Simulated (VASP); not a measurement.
# K2Si (P1) in VASP: single point with PBE

Aim: the single point of K2Si with PBE.

Everything below comes from runs of VASP 6.6.1. Logs are shortened: lines on timing, memory, paths and dates and some standing lists are left out, and cuts for length are marked.

### 1 The cell of the first run

The typed cell holds 6 atoms: a = 5.685 Å, b = 5.929 Å, c = 9.738 Å, α = 106.27°, β = 89.16°, γ = 119.15°.

### 2 Single point, PBE

File INCAR:

```
PREC     = Accurate       # precision mode
ENCUT    = 520            # plane-wave cutoff, eV
EDIFF    = 1E-6           # SCF threshold, eV
ISMEAR   = 0              # smearing method
SIGMA    = 0.1            # smearing width, eV
LREAL    = False          # projectors in reciprocal space
LASPH    = True           # aspherical terms in the spheres
NELM     = 60             # most SCF steps
ALGO     = Fast           # electronic algorithm
ISIF     = 2              # what is computed and relaxed
LWAVE    = False          # write WAVECAR
LCHARG   = True           # write CHGCAR
GGA      = PE             # functional
LELF     = True           # ELF
LVHAR    = True         
NBANDS   = 31             # bands
```

File KPOINTS:

```
Automatic mesh
0
Gamma
  6 6 4
```

File POSCAR:

```
K2Si
1.0
   -2.8777935889     -4.9025492780     -0.0117533247
    2.8546891522      1.6607998160      4.9237898140
   -8.4687538445      4.8064721636      0.0037039448
K Si
4 2
Direct
    0.1378237427      0.2657678868      0.3784319762
    0.6325424680      0.2639438584      0.8784403795
    0.3623615130      0.7351924546      0.1214654788
    0.8675605045      0.7360676975      0.6214584737
    0.5029440841      0.0002980253      0.4997766940
   -0.0032323123     -0.0012699225      0.0004269979
```

Potentials or basis: VASP PAW PBE potentials, release 64 (K_sv, Si).

Started as:

```
$ cat potpaw_PBE.64/K_sv/POTCAR potpaw_PBE.64/Si/POTCAR > POTCAR
$ mpirun -np 1 vasp_std > vasp.out
```

OUTCAR:

```text
PREC = Accurate
   ENCUT = 520
   EDIFF = 1E-6
   ISMEAR = 0
   LREAL = False
   LASPH = True
   NELM = 60
   ISIF = 2
   GGA = PE

 ion  position               nearest neighbor table
   1  0.138  0.266  0.378-
   2  0.633  0.264  0.878-
   3  0.362  0.735  0.121-
   4  0.868  0.736  0.621-
   5  0.503  0.000  0.500-
   6  0.997  0.999  0.000-

  LATTYP: Found a triclinic cell.
 ALAT       =     5.6847887827
 B/A-ratio  =     1.9960208694
 C/A-ratio  =     1.0352837845
 COS(alpha) =     0.0079974002
 COS(beta)  =     0.4752833163
 COS(gamma) =     0.5135123021

  Lattice vectors:

 A1 = (   2.8777935889,   4.9025492780,   0.0117533247)
 A2 = (  11.3465474334,   0.0960771144,   0.0080493799)
 A3 = (   0.0231044367,   3.2417494620,  -4.9120364893)

Analysis of symmetry for initial positions (statically):
=====================================================================
 Subroutine PRICEL returns:
 Original cell was already a primitive cell.

 Routine SETGRP: Setting up the symmetry group for a
 triclinic supercell.

 Subroutine GETGRP returns: Found  1 space group operations
 (whereof  1 operations were pure point group operations)
 out of a pool of  2 trial point group operations.

The static configuration has the point symmetry C_1 .

Analysis of symmetry for dynamics (positions and initial velocities):
=====================================================================
 Subroutine PRICEL returns:
 Original cell was already a primitive cell.

 Routine SETGRP: Setting up the symmetry group for a
 triclinic supercell.

 Subroutine GETGRP returns: Found  1 space group operations
 (whereof  1 operations were pure point group operations)
 out of a pool of  2 trial point group operations.

The dynamic configuration has the point symmetry C_1 .

 Subroutine INISYM returns: Found  1 space group operations
 (whereof  1 operations are pure point group operations),
 and found     1 'primitive' translations

----------------------------------------------------------------------------------------

                                     Primitive cell

  volume of cell :     272.2419

  direct lattice vectors                    reciprocal lattice vectors
    -2.877793589 -4.902549278 -0.011753325    -0.086907671 -0.153205445  0.102063244
     2.854689152  1.660799816  4.923789814    -0.000140806 -0.000404769  0.203313755
    -8.468753845  4.806472164  0.003703945    -0.088596225  0.051924777  0.033851571

  length of vectors
     5.684788783  5.928845783  9.737657832     0.203572487  0.203314207  0.108126789

  position of ions in fractional coordinates (direct lattice)
     0.137823743  0.265767887  0.378431976
     0.632542468  0.263943858  0.878440379
     0.362361513  0.735192455  0.121465479
     0.867560504  0.736067697  0.621458474
     0.502944084  0.000298025  0.499776694
     0.996767688  0.998730077  0.000426998

  ion indices of the primitive-cell ions
   primitive index   ion index
                 1           1
                 2           2
                 3           3
                 4           4
                 5           5
                 6           6

----------------------------------------------------------------------------------------

 KPOINTS: Automatic mesh

Automatic generation of k-mesh.
 Grid dimensions read from file:
 generate k-points for:    6    6    4

 Generating k-lattice:

  Cartesian coordinates                     Fractional coordinates (reciprocal lattice)
    -0.014484612 -0.025534241  0.017010541     0.166666667  0.000000000 -0.000000000
    -0.000023468 -0.000067462  0.033885626    -0.000000000  0.166666667  0.000000000
    -0.022149056  0.012981194  0.008462893    -0.000000000 -0.000000000  0.250000000

  Length of vectors
     0.033928748  0.033885701  0.027031697

  Shift w.r.t. Gamma in fractional coordinates (k-lattice)
     0.000000000  0.000000000  0.000000000

 Subroutine IBZKPT returns following result:
 ===========================================

 Found     76 irreducible k-points:

 Following reciprocal coordinates:
            Coordinates               Weight
  0.000000  0.000000  0.000000      1.000000
  0.166667  0.000000 -0.000000      2.000000
  0.333333 -0.000000 -0.000000      2.000000
  0.500000 -0.000000 -0.000000      1.000000
 -0.000000  0.166667 -0.000000      2.000000
  0.166667  0.166667 -0.000000      2.000000
[... 16 lines left out ...]
  0.333333 -0.000000  0.250000      2.000000
  0.500000 -0.000000  0.250000      2.000000
 [... further k-points ...]
   k-points           NKPTS =     76   k-points in BZ     NKDIM =     76   number of bands    NBANDS=     31
   number of dos      NEDOS =    301   number of ions     NIONS =      6
   total plane-waves  NPLWV = 145152
   dimension x,y,z NGX =    42 NGY =   48 NGZ =   72
   dimension x,y,z NGXF=    84 NGYF=   96 NGZF=  144
   ions per type =               4   2
   NGX,Y,Z   is equivalent  to a cutoff of  12.28, 13.46, 12.29 a.u.
   NGXF,Y,Z  is equivalent  to a cutoff of  24.56, 26.92, 24.58 a.u.
 SYSTEM =  unknown system
   PREC   = accura    normal or accurate (medium, high low for compatibility)
   ISTART =      0    job   : 0-new  1-cont  2-samecut
   ICHARG =      2    charge: 1-file 2-atom 10-const
   ISPIN  =      1    spin polarized calculation?
   LNONCOLLINEAR =      F non collinear calculations
   LSORBIT =      F    spin-orbit coupling
   LASPH  =      T    aspherical Exc in radial PAW
   ENCUT  =  520.0 eV  38.22 Ry    6.18 a.u.  10.57 11.02 18.11*2*pi/ulx,y,z
   NELM   =     60;   NELMIN=  2; NELMDL= -5     # of ELM steps
   EDIFF  = 0.1E-05   stopping-criterion for ELM
   LREAL  =      F    real-space projection
   EDIFFG = 0.1E-04   stopping-criterion for IOM
   NSW    =      0    number of steps for IOM
   IBRION =     -1    ionic relax: 0-MD 1-quasi-New 2-CG
   NFREE  =      0    steps in history (QN), initial steepest desc. (CG)
   ISIF   =      2    stress and relaxation
   ISYM   =      2    0-nonsym 1-usesym 2-fastsym
   POTIM  = 0.5000    time-step for ionic-motion
   TEBEG  =    0.0;   TEEND  =   0.0 temperature during run
   PSTRESS=    0.0 pullay stress
   NELECT =      44.0000    total number of electrons
   NUPDOWN=      -1.0000    fix difference up-down
   EMIN   =  10.00;   EMAX   =-10.00  energy-range for DOS
   EFERMI =   0.00;   METHOD = LEGACY
   ISMEAR =     0;   SIGMA  =   0.10  broadening in eV -4-tet -1-fermi 0-gaus
   EFERMI_NEDOS =   21; number of points for ismear=-14 and -15
   IALGO  =     68    algorithm
   IMIX   =      4    mixing-type and parameters
     AMIX     =   0.40;   BMIX     =  1.00
     AMIX_MAG =   1.60;   BMIX_MAG =  1.00
  volume/ion in A,a.u.               =      45.37       306.20
  Fermi-wavevector in a.u.,A,eV,Ry     =   0.891745  1.685154 10.819480  0.795209
  Thomas-Fermi vector in A             =   2.013605
   LORBIT       =      0    0 simple, 1 ext, 2 COOP (PROOUT), +10 PAW based schemes
   GGA     = PE    functional components
   LHFCALC =     F    Hartree Fock is set to
   AEXX    =    0.0000 exact exchange contribution
   IVDW    =     0    specifies the selected vdW correction
   LEPSILON=     F    determine dielectric tensor
   LRPA    =     F    only Hartree local field effects (RPA)
 non-spin polarized calculation
 RMM-DIIS sequential band-by-band and
 Gauss-broadening in eV      SIGMA  =   0.10
  energy-cutoff  :      520.00
  volume of cell :      272.24
 maximum number of plane-waves:      7366
   NGX = 21   NGY = 23   NGZ = 37

 number of electron      43.9999998 magnetization

 Free energy of the ion-electron system (eV)
  ---------------------------------------------------
  ext. energy  EPLUGINS =         0.00000000
  ---------------------------------------------------
  free energy    TOTEN  =       -11.86505096 eV

  energy without entropy =      -11.75270752  energy(sigma->0) =      -11.80887924

 E-fermi :   0.1608     XC(G=0):  -6.6938

 val. band max:        0.1607287678   @ k =  -0.1667   0.3333   0.5000
 cond. band min:       0.1610632617   @ k =   0.1667  -0.0000   0.5000
 fundamental gap:      0.0003344939
 Fermi energy:         0.1608424565

 k-point     1 :       0.0000    0.0000    0.0000
  band No.  band energies     occupation
      1     -30.5716      2.00000
      2     -30.5598      2.00000
      3     -30.5563      2.00000
      4     -30.5449      2.00000
      5     -14.1199      2.00000
      6     -14.1157      2.00000
[... 23 lines left out ...]
     30       3.9699      0.00000
     31       4.0639      0.00000

 k-point     2 :       0.1667    0.0000   -0.0000
  band No.  band energies     occupation
      1     -30.5701      2.00000
      2     -30.5596      2.00000
      3     -30.5565      2.00000
      4     -30.5463      2.00000
      5     -14.1259      2.00000
      6     -14.1211      2.00000
[... 23 lines left out ...]
     30       4.0360      0.00000
     31       4.4670      0.00000

 k-point     3 :       0.3333   -0.0000   -0.0000
  band No.  band energies     occupation
      1     -30.5663      2.00000
      2     -30.5586      2.00000
      3     -30.5575      2.00000
      4     -30.5497      2.00000
      5     -14.1521      2.00000
      6     -14.1233      2.00000
[... 23 lines left out ...]
     30       4.3012      0.00000
     31       4.3512      0.00000

 k-point     4 :       0.5000   -0.0000   -0.0000
  band No.  band energies     occupation
      1     -30.5631      2.00000
      2     -30.5600      2.00000
      3     -30.5564      2.00000
      4     -30.5525      2.00000
      5     -14.1401      2.00000
      6     -14.1346      2.00000
[... 23 lines left out ...]
     30       4.3693      0.00000
     31       4.4865      0.00000

 k-point     5 :      -0.0000    0.1667   -0.0000
  band No.  band energies     occupation
      1     -30.5700      2.00000
      2     -30.5606      2.00000
      3     -30.5555      2.00000
      4     -30.5465      2.00000
      5     -14.1230      2.00000
      6     -14.1136      2.00000
[... 23 lines left out ...]
     30       4.1826      0.00000
     31       4.2686      0.00000
[... 542 lines left out ...]
     30       4.0244      0.00000
     31       4.0360      0.00000

 k-point    22 :       0.1667   -0.0000    0.2500
  band No.  band energies     occupation
      1     -30.5690      2.00000
      2     -30.5631      2.00000
      3     -30.5531      2.00000
      4     -30.5472      2.00000
      5     -14.1300      2.00000
      6     -14.1265      2.00000
[... 23 lines left out ...]
     30       4.2009      0.00000
     31       4.5516      0.00000

 k-point    23 :       0.3333   -0.0000    0.2500
  band No.  band energies     occupation
      1     -30.5659      2.00000
      2     -30.5607      2.00000
      3     -30.5554      2.00000
      4     -30.5501      2.00000
      5     -14.1371      2.00000
      6     -14.1347      2.00000
[... 23 lines left out ...]
     30       4.0656      0.00000
     31       4.5423      0.00000

 k-point    24 :       0.5000   -0.0000    0.2500
  band No.  band energies     occupation
      1     -30.5633      2.00000
      2     -30.5595      2.00000
      3     -30.5569      2.00000
      4     -30.5524      2.00000
      5     -14.1590      2.00000
      6     -14.1366      2.00000
[... 23 lines left out ...]
     30       4.3776      0.00000
     31       4.9012      0.00000

 [... further k-points ...]

------------------------ aborting loop because EDIFF is reached ----------------------------------------

  FORCE on cell =-STRESS in cart. coord.  units (eV):
  Direction    XX          YY          ZZ          XY          YZ          ZX
  --------------------------------------------------------------------------------------
  -------------------------------------------------------------------------------------
  Total        0.0129362      0.0024412     -0.0256064      0.0335324     -0.0110497     -0.0011862
  in kB        0.0761310      0.0143668     -0.1506971      0.1973423     -0.0650288     -0.0069812
  external PRESSURE =      -0.0200664 kB  Pullay stress =       0.0000000 kB

 VOLUME and BASIS-vectors are now :
 -----------------------------------------------------------------------------
  energy-cutoff  :      520.00
  volume of cell :      272.24
      direct lattice vectors                 reciprocal lattice vectors
    -2.877793589 -4.902549278 -0.011753325    -0.086907671 -0.153205445  0.102063244
     2.854689152  1.660799816  4.923789814    -0.000140806 -0.000404769  0.203313755
    -8.468753845  4.806472164  0.003703945    -0.088596225  0.051924777  0.033851571

 POSITION                                       TOTAL-FORCE (eV/Angst)
 -----------------------------------------------------------------------------------
     -2.84279      1.58462      1.30837        -0.003629      0.000038     -0.004055
     -8.50614      1.55949      1.29542        -0.003782     -0.002442     -0.001769
      0.02728      0.02833      3.61612        -0.001196      0.000098     -0.002215
     -5.65839     -0.04377      3.61635         0.001359      0.004068     -0.000076
     -5.67900     -0.06305     -0.00259         0.001018      0.000811      0.003731
     -0.02104     -3.22596      4.90582         0.006230     -0.002572      0.004384
 -----------------------------------------------------------------------------------
    total drift:                                0.000041      0.000011     -0.000020

  FREE ENERGIE OF THE ION-ELECTRON SYSTEM (eV)
  ---------------------------------------------------
  free  energy   TOTEN  =       -11.8650509602 eV

  energy  without entropy=      -11.7527075217  energy(sigma->0) =      -11.80887924
```

Run time: 61 min. Hardware: 1 thread of Intel Xeon 8259CL, shared host; peak memory 0.7 GiB.

Results:

```
Free energy            : -11.8651 eV
Pressure               : 0.0 GPa
Largest force          : 0.008 eV/Å
Band gap on the k mesh : zero (bands 22 and 23 overlap by 0.11 eV)
```

Forces on the atoms (eV/Å):
```
K   -0.004  0.000 -0.004
K   -0.004 -0.002 -0.002
K   -0.001  0.000 -0.002
K    0.001  0.004  0.000
Si   0.001  0.001  0.004
Si   0.006 -0.003  0.004
```
